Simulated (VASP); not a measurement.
BP: single point with r2SCAN

The system is BP.

```
B P
1.0
     0.00000    2.26832    2.26832
     2.26832    0.00000    2.26832
     2.26832    2.26832    0.00000
B P
1 1
Direct
  0.00000 0.00000 0.00000
  0.25000 0.25000 0.25000
```

```yaml
Program: VASP 6.6.1
Task: single point
Functional: r2SCAN
Potentials_or_basis: VASP PAW PBE potentials, release 64 (B, P)
Cutoff: 520 eV
k_mesh: 10 × 10 × 10
Occupations: gaussian, width 0.01 eV
Spin: no spin polarisation
```

```json
{
  "Pressure": "-0.5 GPa",
  "Band gap on the k mesh": "1.45 eV, indirect (least direct gap 3.64 eV)"
}
```

Levels at points of the mesh, in eV from the valence-band top:
```csv
k point,band 1,band 2,band 3,band 4,band 5,band 6,band 7,band 8
"(0.00, 0.00, 0.00)",-16.27,0.00,0.00,0.00,3.64,3.64,3.64,8.02
"(0.50, 0.00, 0.00)",-12.77,-9.51,-1.87,-1.87,4.14,5.03,5.03,10.92
"(0.50, 0.50, 0.00)",-11.10,-9.13,-4.35,-4.35,1.54,1.91,13.07,13.07
```

Wall time 16 s on 1 thread of Intel(R) Xeon(R) 6975P-C (Granite Rapids) (shared host), peak memory 0.13 GiB.

Caveat: the PAW data sets were made with another functional, which shifts forces and pressure a little. r2SCAN opens gaps a little over a GGA but as a rule still falls short of measured ones.
